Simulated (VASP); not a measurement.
# Li2Nb (P6/mmm) in VASP: notebook

The runs below take Li2Nb through single point, relaxation of cell and atoms, with PBE.

Everything below comes from runs of VASP 6.6.1. Logs are shortened: lines on timing, memory, paths and dates and some standing lists are left out, and cuts for length are marked.

**1. The cell of the first run**

It takes space group P6/mmm (No. 191, hexagonal). Conventional cell: a = 2.769 Å, b = 2.769 Å, c = 8.390 Å, α = 90.00°, β = 90.00°, γ = 120.00°. Within 3.6 Å of Li (site symmetry 6mm) lie 7 Li at 2.75 to 2.77 Å and 1 Nb at 2.82 Å. Within 3.6 Å of Nb (site symmetry 6/mmm) lie 6 Nb at 2.77 Å and 2 Li at 2.82 Å.

**2. Single point, PBE**

File INCAR:

```
  PREC = Accurate
  ENCUT = 520
  EDIFF = 1E-6
  ISMEAR = 0
  SIGMA = 0.1
  LREAL = False
  LASPH = True
  NELM = 100
  ALGO = Normal
  ISIF = 2
  LWAVE = False
  LCHARG = True
  GGA = PE
  LELF = True
  LVHAR = True
  NBANDS = 16
```

File KPOINTS:

```
regular mesh
0
Gamma
  21 21 6
```

File POSCAR:

```
Li2Nb
1.0
    2.7691259978      0.0000000000      0.0000000000
   -1.3845629989      2.3981334603      0.0000000000
    0.0000000000      0.0000000000      8.3902201487
Li Nb
2 1
Direct
    0.0000000000      0.0000000000      0.1638429380
    0.0000000000      0.0000000000      0.8361570620
    0.0000000000      0.0000000000      0.5000000000
```

Potentials or basis: VASP PAW PBE potentials, release 64 (Li_sv, Nb_sv).

Launch:

```bash
$ cat potpaw_PBE.64/Li_sv/POTCAR potpaw_PBE.64/Nb_sv/POTCAR > POTCAR
$ mpirun -np 1 vasp_std > vasp.out
```

OUTCAR:

```text
PREC = Accurate
   ENCUT = 520
   EDIFF = 1E-6
   ISMEAR = 0
   LREAL = False
   LASPH = True
   NELM = 100
   ISIF = 2
   GGA = PE

 ion  position               nearest neighbor table
   1  0.000  0.000  0.164-   3 2.82
   2  0.000  0.000  0.836-   3 2.82
   3  0.000  0.000  0.500-   1 2.82   2 2.82

  LATTYP: Found a hexagonal cell.
 ALAT       =     2.7691259978
 C/A-ratio  =     3.0299163546

  Lattice vectors:

 A1 = (   2.7691259978,   0.0000000000,   0.0000000000)
 A2 = (  -1.3845629989,   2.3981334603,   0.0000000000)
 A3 = (   0.0000000000,   0.0000000000,   8.3902201487)

Analysis of symmetry for initial positions (statically):
=====================================================================
 Subroutine PRICEL returns:
 Original cell was already a primitive cell.

 Routine SETGRP: Setting up the symmetry group for a
 hexagonal supercell.

 Subroutine GETGRP returns: Found 24 space group operations
 (whereof 24 operations were pure point group operations)
 out of a pool of 24 trial point group operations.

The static configuration has the point symmetry D_6h.

Analysis of symmetry for dynamics (positions and initial velocities):
=====================================================================
 Subroutine PRICEL returns:
 Original cell was already a primitive cell.

 Routine SETGRP: Setting up the symmetry group for a
 hexagonal supercell.

 Subroutine GETGRP returns: Found 24 space group operations
 (whereof 24 operations were pure point group operations)
 out of a pool of 24 trial point group operations.

The dynamic configuration has the point symmetry D_6h.

 Subroutine INISYM returns: Found 24 space group operations
 (whereof 24 operations are pure point group operations),
 and found     1 'primitive' translations

----------------------------------------------------------------------------------------

                                     Primitive cell

  volume of cell :      55.7172

  direct lattice vectors                    reciprocal lattice vectors
     2.769125998  0.000000000  0.000000000     0.361124774  0.208495485  0.000000000
    -1.384562999  2.398133460  0.000000000     0.000000000  0.416990971  0.000000000
     0.000000000  0.000000000  8.390220149     0.000000000  0.000000000  0.119186384

  length of vectors
     2.769125998  2.769125998  8.390220149     0.416990971  0.416990971  0.119186384

  position of ions in fractional coordinates (direct lattice)
     0.000000000  0.000000000  0.163842938
     0.000000000  0.000000000  0.836157062
     0.000000000  0.000000000  0.500000000

  ion indices of the primitive-cell ions
   primitive index   ion index
                 1           1
                 2           2
                 3           3

----------------------------------------------------------------------------------------

 KPOINTS: regular mesh

Automatic generation of k-mesh.
 Grid dimensions read from file:
 generate k-points for:   21   21    6

 Generating k-lattice:

  Cartesian coordinates                     Fractional coordinates (reciprocal lattice)
     0.017196418  0.009928356  0.000000000     0.047619048 -0.000000000  0.000000000
     0.000000000  0.019856713  0.000000000     0.000000000  0.047619048  0.000000000
     0.000000000  0.000000000  0.019864397     0.000000000  0.000000000  0.166666667

  Length of vectors
     0.019856713  0.019856713  0.019864397

  Shift w.r.t. Gamma in fractional coordinates (k-lattice)
     0.000000000  0.000000000  0.000000000

 Subroutine IBZKPT returns following result:
 ===========================================

 Found    192 irreducible k-points:

 Following reciprocal coordinates:
            Coordinates               Weight
  0.000000  0.000000  0.000000      1.000000
  0.047619  0.000000  0.000000      6.000000
  0.095238 -0.000000  0.000000      6.000000
  0.142857  0.000000  0.000000      6.000000
  0.190476 -0.000000  0.000000      6.000000
  0.238095  0.000000  0.000000      6.000000
[... 16 lines left out ...]
  0.142857  0.095238  0.000000     12.000000
  0.190476  0.095238  0.000000     12.000000
 [... further k-points ...]
   k-points           NKPTS =    192   k-points in BZ     NKDIM =    192   number of bands    NBANDS=     16
   number of dos      NEDOS =    301   number of ions     NIONS =      3
   total plane-waves  NPLWV =  36864
   dimension x,y,z NGX =    24 NGY =   24 NGZ =   64
   dimension x,y,z NGXF=    48 NGYF=   48 NGZF=  128
   ions per type =               2   1
   NGX,Y,Z   is equivalent  to a cutoff of  14.41, 14.41, 12.68 a.u.
   NGXF,Y,Z  is equivalent  to a cutoff of  28.82, 28.82, 25.36 a.u.
 SYSTEM =  unknown system
   PREC   = accura    normal or accurate (medium, high low for compatibility)
   ISTART =      0    job   : 0-new  1-cont  2-samecut
   ICHARG =      2    charge: 1-file 2-atom 10-const
   ISPIN  =      1    spin polarized calculation?
   LNONCOLLINEAR =      F non collinear calculations
   LSORBIT =      F    spin-orbit coupling
   LASPH  =      T    aspherical Exc in radial PAW
   ENCUT  =  520.0 eV  38.22 Ry    6.18 a.u.   5.15  5.15 15.60*2*pi/ulx,y,z
   NELM   =    100;   NELMIN=  2; NELMDL= -5     # of ELM steps
   EDIFF  = 0.1E-05   stopping-criterion for ELM
   LREAL  =      F    real-space projection
   EDIFFG = 0.1E-04   stopping-criterion for IOM
   NSW    =      0    number of steps for IOM
   IBRION =     -1    ionic relax: 0-MD 1-quasi-New 2-CG
   NFREE  =      0    steps in history (QN), initial steepest desc. (CG)
   ISIF   =      2    stress and relaxation
   ISYM   =      2    0-nonsym 1-usesym 2-fastsym
   POTIM  = 0.5000    time-step for ionic-motion
   TEBEG  =    0.0;   TEEND  =   0.0 temperature during run
   PSTRESS=    0.0 pullay stress
   NELECT =      19.0000    total number of electrons
   NUPDOWN=      -1.0000    fix difference up-down
   EMIN   =  10.00;   EMAX   =-10.00  energy-range for DOS
   EFERMI =   0.00;   METHOD = LEGACY
   ISMEAR =     0;   SIGMA  =   0.10  broadening in eV -4-tet -1-fermi 0-gaus
   EFERMI_NEDOS =   21; number of points for ismear=-14 and -15
   IALGO  =     38    algorithm
   IMIX   =      4    mixing-type and parameters
     AMIX     =   0.40;   BMIX     =  1.00
     AMIX_MAG =   1.60;   BMIX_MAG =  1.00
  volume/ion in A,a.u.               =      18.57       125.33
  Fermi-wavevector in a.u.,A,eV,Ry     =   1.143746  2.161366 17.798526  1.308155
  Thomas-Fermi vector in A             =   2.280440
   LORBIT       =      0    0 simple, 1 ext, 2 COOP (PROOUT), +10 PAW based schemes
   GGA     = PE    functional components
   LHFCALC =     F    Hartree Fock is set to
   AEXX    =    0.0000 exact exchange contribution
   IVDW    =     0    specifies the selected vdW correction
   LEPSILON=     F    determine dielectric tensor
   LRPA    =     F    only Hartree local field effects (RPA)
 non-spin polarized calculation
 Gauss-broadening in eV      SIGMA  =   0.10
  energy-cutoff  :      520.00
  volume of cell :       55.72
 maximum number of plane-waves:      1516
 NGX is ok and might be reduce to    24
   NGX = 11   NGY = 11   NGZ = 31

 number of electron      18.9999993 magnetization

 Free energy of the ion-electron system (eV)
  ---------------------------------------------------
  ext. energy  EPLUGINS =         0.00000000
  ---------------------------------------------------
  free energy    TOTEN  =       -12.89422882 eV

  energy without entropy =      -12.88277072  energy(sigma->0) =      -12.88849977

 E-fermi :   4.2445     XC(G=0):  -8.9953

 val. band max:        4.2330099282   @ k =   0.3333   0.1905   0.1667
 cond. band min:       4.2464042933   @ k =   0.2381   0.1429   0.5000
 fundamental gap:      0.0133943651
 Fermi energy:         4.2445484665

 k-point     1 :       0.0000    0.0000    0.0000
  band No.  band energies     occupation
      1     -50.7104      2.00000
      2     -42.2166      2.00000
      3     -42.2062      2.00000
      4     -26.8874      2.00000
      5     -25.7501      2.00000
      6     -25.7501      2.00000
[... 8 lines left out ...]
     15       8.5187      0.00000
     16      10.4204      0.00000

 k-point     2 :       0.0476    0.0000    0.0000
  band No.  band energies     occupation
      1     -50.7040      2.00000
      2     -42.2158      2.00000
      3     -42.2055      2.00000
      4     -26.8813      2.00000
      5     -25.7912      2.00000
      6     -25.7591      2.00000
[... 8 lines left out ...]
     15       8.7892      0.00000
     16      10.4358      0.00000

 k-point     3 :       0.0952   -0.0000    0.0000
  band No.  band energies     occupation
      1     -50.6854      2.00000
      2     -42.2134      2.00000
      3     -42.2032      2.00000
      4     -26.8637      2.00000
      5     -25.9100      2.00000
      6     -25.7854      2.00000
[... 8 lines left out ...]
     15       9.1695      0.00000
     16      10.4794      0.00000

 k-point     4 :       0.1429    0.0000    0.0000
  band No.  band energies     occupation
      1     -50.6561      2.00000
      2     -42.2097      2.00000
      3     -42.1996      2.00000
      4     -26.8360      2.00000
      5     -26.0933      2.00000
      6     -25.8263      2.00000
[... 8 lines left out ...]
     15       9.5168      0.00000
     16      10.5434      0.00000
[... 324 lines left out ...]
 k-point    22 :       0.0952    0.0952    0.0000
  band No.  band energies     occupation
      1     -50.6394      2.00000
      2     -42.2076      2.00000
      3     -42.1976      2.00000
      4     -26.8203      2.00000
      5     -26.1844      2.00000
      6     -25.8609      2.00000
[... 8 lines left out ...]
     15       9.6959      0.00000
     16      10.5850      0.00000

 k-point    23 :       0.1429    0.0952    0.0000
  band No.  band energies     occupation
      1     -50.6034      2.00000
      2     -42.2032      2.00000
      3     -42.1934      2.00000
      4     -26.7864      2.00000
      5     -26.3889      2.00000
      6     -25.9229      2.00000
[... 8 lines left out ...]
     15       9.9902      0.00000
     16      10.6617      0.00000

 k-point    24 :       0.1905    0.0952    0.0000
  band No.  band energies     occupation
      1     -50.5625      2.00000
      2     -42.1982      2.00000
      3     -42.1885      2.00000
      4     -26.7479      2.00000
      5     -26.6137      2.00000
      6     -25.9927      2.00000
[... 8 lines left out ...]
     15      10.2527      0.00000
     16      10.7207      0.00000

 [... further k-points ...]

------------------------ aborting loop because EDIFF is reached ----------------------------------------

  FORCE on cell =-STRESS in cart. coord.  units (eV):
  Direction    XX          YY          ZZ          XY          YZ          ZX
  --------------------------------------------------------------------------------------
  -------------------------------------------------------------------------------------
  Total       -0.0648343     -0.0648343     -0.0387122      0.0000000      0.0000000      0.0000000
  in kB       -1.8643446     -1.8643446     -1.1131906      0.0000000      0.0000000      0.0000000
  external PRESSURE =      -1.6139600 kB  Pullay stress =       0.0000000 kB

 VOLUME and BASIS-vectors are now :
 -----------------------------------------------------------------------------
  energy-cutoff  :      520.00
  volume of cell :       55.72
      direct lattice vectors                 reciprocal lattice vectors
     2.769125998  0.000000000  0.000000000     0.361124774  0.208495485  0.000000000
    -1.384562999  2.398133460  0.000000000     0.000000000  0.416990971  0.000000000
     0.000000000  0.000000000  8.390220149     0.000000000  0.000000000  0.119186384

 POSITION                                       TOTAL-FORCE (eV/Angst)
 -----------------------------------------------------------------------------------
      0.00000      0.00000      1.37468        -0.000000      0.000000      0.008165
      0.00000      0.00000      7.01554         0.000000     -0.000000     -0.008165
      0.00000      0.00000      4.19511         0.000000     -0.000000      0.000000
 -----------------------------------------------------------------------------------
    total drift:                                0.000000      0.000000      0.000000

  FREE ENERGIE OF THE ION-ELECTRON SYSTEM (eV)
  ---------------------------------------------------
  free  energy   TOTEN  =       -12.8942288231 eV

  energy  without entropy=      -12.8827707236  energy(sigma->0) =      -12.88849977
```

Run time: 62 s. Hardware: 1 thread of Intel Xeon 6975P-C (Granite Rapids), shared host; peak memory 0.3 GiB.

What came out:

```
Free energy   : -12.8942 eV
Largest force : 0.008 eV/Å
```

Forces on the atoms (eV/Å):
```
Li   0.000  0.000  0.008
Li   0.000  0.000 -0.008
Nb   0.000  0.000  0.000
```

Caveat: the cutoff is under 1.25 times the usual one of these potentials, so pressure, stress and relaxed cells hold a basis-set (Pulay) error.

**3. Relaxation of cell and atoms, PBE**

This run uses another cell than the first one, of 18.77 Å³/atom, 1.011 times its volume.

File INCAR:

```
PREC = Accurate ; ENCUT = 600
EDIFF = 1E-6 ; ISMEAR = 0
SIGMA = 0.1 ; LREAL = False
LASPH = True ; NELM = 100
ALGO = Normal ; ISIF = 3
LWAVE = False ; LCHARG = False
GGA = PE ; IBRION = 2
NSW = 100 ; EDIFFG = -0.01
```

File KPOINTS:

```
Automatic mesh
0
Gamma
  21 21 6
```

File POSCAR:

```
Li2Nb
1.0
    2.7768284118      0.0000000000      0.0000000000
   -1.3884142059      2.4048039465      0.0000000000
    0.0000000000      0.0000000000      8.4317657928
Li Nb
2 1
Direct
    0.0000000000      0.0000000000      0.1645628738
    0.0000000000      0.0000000000      0.8354371262
    0.0000000000      0.0000000000      0.5000000000
```

Potentials or basis: VASP PAW PBE potentials, release 64 (Li_sv, Nb_sv).

Launch:

```bash
$ cat potpaw_PBE.64/Li_sv/POTCAR potpaw_PBE.64/Nb_sv/POTCAR > POTCAR
$ mpirun -np 1 vasp_std > vasp.out
```

OUTCAR:

```text
PREC = Accurate
   ENCUT = 600
   EDIFF = 1E-6
   ISMEAR = 0
   LREAL = False
   LASPH = True
   NELM = 100
   ISIF = 3
   GGA = PE
   IBRION = 2
   NSW = 100
   EDIFFG = -0.01

 ion  position               nearest neighbor table
   1  0.000  0.000  0.165-
   2  0.000  0.000  0.835-
   3  0.000  0.000  0.500-

  LATTYP: Found a hexagonal cell.
 ALAT       =     2.7768284118
 C/A-ratio  =     3.0364734663

  Lattice vectors:

 A1 = (   2.7768284118,   0.0000000000,   0.0000000000)
 A2 = (  -1.3884142059,   2.4048039465,   0.0000000000)
 A3 = (   0.0000000000,   0.0000000000,   8.4317657928)

Analysis of symmetry for initial positions (statically):
=====================================================================
 Subroutine PRICEL returns:
 Original cell was already a primitive cell.

[... 383 lines left out ...]
      5     -25.7166      2.00000
      6     -25.7166      2.00000
      7      -0.7250      2.00000
      8       1.1290      2.00000
      9       2.2013      2.00000
     10       2.3916      2.00000
     11       4.7460      0.00000
     12       4.7460      0.00000
     13       8.0323      0.00000
[... 354 lines left out ...]
  band No.  band energies     occupation
      1     -50.5351      2.00000
      2     -42.1664      2.00000
      3     -42.1568      2.00000
      4     -26.7207      2.00000
      5     -26.5890      2.00000
      6     -25.9617      2.00000
      7       1.1324      2.00000
      8       2.3017      2.00000
      9       2.4497      2.00000
     10       3.4882      2.00000
     11       3.8094      2.00000
     12       6.1773      0.00000
     13       7.1328      0.00000

 [... further k-points ...]

------------------------ aborting loop because EDIFF is reached ----------------------------------------

  FORCE on cell =-STRESS in cart. coord.  units (eV):
  Direction    XX          YY          ZZ          XY          YZ          ZX
  --------------------------------------------------------------------------------------
  -------------------------------------------------------------------------------------
  Total       -0.0018513     -0.0018513     -0.0029872      0.0000000      0.0000000      0.0000000
  in kB       -0.0534221     -0.0534221     -0.0862024      0.0000000      0.0000000      0.0000000
  external PRESSURE =      -0.0643489 kB  Pullay stress =       0.0000000 kB
[... 18 lines left out ...]
  FREE ENERGIE OF THE ION-ELECTRON SYSTEM (eV)
  ---------------------------------------------------
  free  energy   TOTEN  =       -12.8946054219 eV

  energy  without entropy=      -12.8831978160  energy(sigma->0) =      -12.88890162

 reached required accuracy - stopping structural energy minimisation
```

CONTCAR:

```text
Li2Nb
   1.00000000000000
     2.7659426909993923    0.0000000000000000    0.0000000000000000
    -1.3829713454996961    2.3953766357489839   -0.0000000000000000
    -0.0000000000000000    0.0000000000000000    8.3799859348676620
  Li              Nb
     2     1
Direct
     1.0000000000000000    1.0000000000000000    0.1642062510402097
     0.0000000000000000    0.0000000000000000    0.8357937489597904
     0.0000000000000000    0.0000000000000000    0.5000000000000000

  0.00000000E+00  0.00000000E+00  0.00000000E+00
  0.00000000E+00  0.00000000E+00  0.00000000E+00
  0.00000000E+00  0.00000000E+00  0.00000000E+00
```

Run time: 5.7 min. Hardware: 1 thread of Intel Xeon 6975P-C (Granite Rapids), shared host; peak memory 0.34 GiB.

What came out:

```yaml
Free_energy: -12.8946 eV
Relaxed_volume: 18.51 Å³/atom
Relaxed_cell: a = 2.766 Å, b = 2.766 Å, c = 8.380 Å, α = 90.00°, β = 90.00°, γ = 120.00°
Space_group_after_relaxing_to_0.05_Å: P6/mmm (No. 191)
Energy_gained_by_relaxing: 0.5 meV/atom
Ionic_steps: 11
Pressure_after_relaxing: 0.0 GPa
Largest_force_after_relaxing: 0.005 eV/Å
```

Forces on the atoms (eV/Å):
```
Li   0.000  0.000 -0.005
Li   0.000  0.000  0.005
Nb   0.000  0.000  0.000
```

The path:
```csv
step,energy change (eV),largest force (eV/Å),pressure (GPa),volume (Å³)
1,0.0000,0.0027,-0.63,56.31
2,-0.0013,0.0083,-0.08,55.70
3,-0.0013,0.0096,-0.02,55.64
4,-0.0015,0.0116,-0.01,55.57
5,-0.0015,0.0119,-0.01,55.54
6,-0.0015,0.0119,0.01,55.55
7,-0.0015,0.0114,0.01,55.56
8,-0.0015,0.0118,-0.01,55.56
9,-0.0015,0.0118,-0.01,55.55
10,-0.0015,0.0101,0.00,55.54
11,-0.0015,0.0049,-0.01,55.52
```

Final structure:
```yaml
crystal:
  lattice:
    - [2.76594, 0.00000, 0.00000]
    - [-1.38297, 2.39538, 0.00000]
    - [0.00000, 0.00000, 8.37999]
  atoms:
    - { symbol: Li, position: [0.00000, 0.00000, 0.16421] }
    - { symbol: Li, position: [0.00000, 0.00000, 0.83579] }
    - { symbol: Nb, position: [0.00000, 0.00000, 0.50000] }
```

Caveat: the cutoff is under 1.25 times the usual one of these potentials, so pressure, stress and relaxed cells hold a basis-set (Pulay) error.

[end of part 1 of 3]
